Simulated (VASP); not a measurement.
Here is a VASP 6.6.1 calculation.

The input INCAR:

```
SYSTEM = Tl
PREC = Accurate ; ENCUT = 520
EDIFF = 1E-6 ; ISMEAR = -1
SIGMA = 0.1 ; LREAL = .False.
LASPH = .True. ; NELM = 60
ALGO = Normal ; ISIF = 2
LWAVE = .False. ; LCHARG = .False.
GGA = PS ; NBANDS = 12
```

File KPOINTS:

```
Automatic mesh
0
Gamma
  13 13 13
  0 0 0
```

The input POSCAR:

```
Tl
1.0
   -1.8461434469      1.8461434469      1.8461434469
    1.8461434469     -1.8461434469      1.8461434469
    1.8461434469      1.8461434469     -1.8461434469
Tl
1
Direct
    0.0000000000      0.0000000000      0.0000000000
```

Potentials or basis: VASP PAW PBE potentials, release 64 (Tl_d).

Run with:

```console
$ cat potpaw_PBE.64/Tl_d/POTCAR > POTCAR
$ mpirun -np 1 vasp_std > vasp.out
```

(1) What does it give for the pressure?

Results:

(1) 6.5 GPa.

Caveat: the PAW data sets were made with another functional, which shifts forces and pressure a little.
